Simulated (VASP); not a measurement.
The system is HfN.

```xyz
2
Lattice="0.0000 2.2739 2.2739 2.2739 0.0000 2.2739 2.2739 2.2739 0.0000" Properties=species:S:1:pos:R:3 pbc="T T T"
Hf    0.0256   -0.0034   -0.0428
N     2.2483    2.2773    2.3167
```

```yaml
Program: VASP 6.6.1
Task: relaxation of cell and atoms
Functional: PBE
Potentials_or_basis: VASP PAW PBE potentials, release 64 (Hf_pv, N)
Cutoff: 600 eV
k_mesh: 12 × 12 × 12
Occupations: gaussian, width 0.15 eV
Spin: no spin polarisation
```

At the start: pressure -1.2 GPa; volume 11.76 Å³/atom.

How do energy, volume and symmetry change on relaxing?

Over 8 steps the energy falls by 28.4 meV/atom and the volume is 11.64 Å³/atom (-1.0 %); space group Imm2 (No. 44, to 0.1 Å) before, Fm-3m (No. 225, to 0.1 Å).

The path:
```
step  energy change (eV)  largest force (eV/Å)  pressure (GPa)  volume (Å³)
   1              0.0000                1.0979           -1.22        23.51
   2             -0.0544                0.0656            1.01        23.21
   3             -0.0550                0.0448            0.65        23.24
   4             -0.0556                0.0644           -0.95        23.38
   5             -0.0567                0.0147           -0.24        23.32
   6             -0.0567                0.0135           -0.26        23.32
   7             -0.0567                0.0004            0.40        23.26
   8             -0.0567                0.0073            0.07        23.29
```

Final structure:
```cif
data_structure
_symmetry_space_group_name_H-M 'P 1'
_symmetry_Int_Tables_number 1
_cell_length_a 3.2054
_cell_length_b 3.2061
_cell_length_c 3.2053
_cell_angle_alpha 59.997
_cell_angle_beta 59.993
_cell_angle_gamma 59.988
_cell_volume 23.29
loop_
_atom_site_label
_atom_site_type_symbol
_atom_site_fract_x
_atom_site_fract_y
_atom_site_fract_z
_atom_site_occupancy
Hf1 Hf 0.00010 0.00003 0.99991 1
N1 N 0.49990 0.49997 0.50009 1
```
